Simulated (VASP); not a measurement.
A run of VASP 6.6.1 is set up as follows.

Contents of INCAR:

```
PREC = Accurate
ENCUT = 520
EDIFF = 1E-7
ISMEAR = -1
SIGMA = 0.1
LREAL = F
LASPH = T
NELM = 80
ALGO = Normal
ISIF = 2
LWAVE = F
LCHARG = F
GGA = PE
NBANDS = 16
```

The input KPOINTS:

```
Automatic mesh
0
Gamma
  16 16 16
```

File POSCAR:

```
GaN
1.0
    2.3772065759      0.0000000000      0.0000000000
    0.0000000000      2.3772065759      0.0000000000
    0.0000000000      0.0000000000      2.3772065759
Ga N
1 1
Direct
    0.0000000000      0.0000000000      0.0000000000
    0.5000000000      0.5000000000      0.5000000000
```

Potentials or basis: VASP PAW PBE potentials, release 64 (Ga_d, N).

Command:

```console
$ cat potpaw_PBE.64/Ga_d/POTCAR potpaw_PBE.64/N/POTCAR > POTCAR
$ mpirun -np 1 vasp_std > vasp.out
```

Task: Estimate the band gap on the k mesh.

Result: Zero (band 9 reaches 14.61 eV, above the bottom of band 10 at 12.96 eV).

Task: Estimate the pressure.

Result: 172.8 GPa.
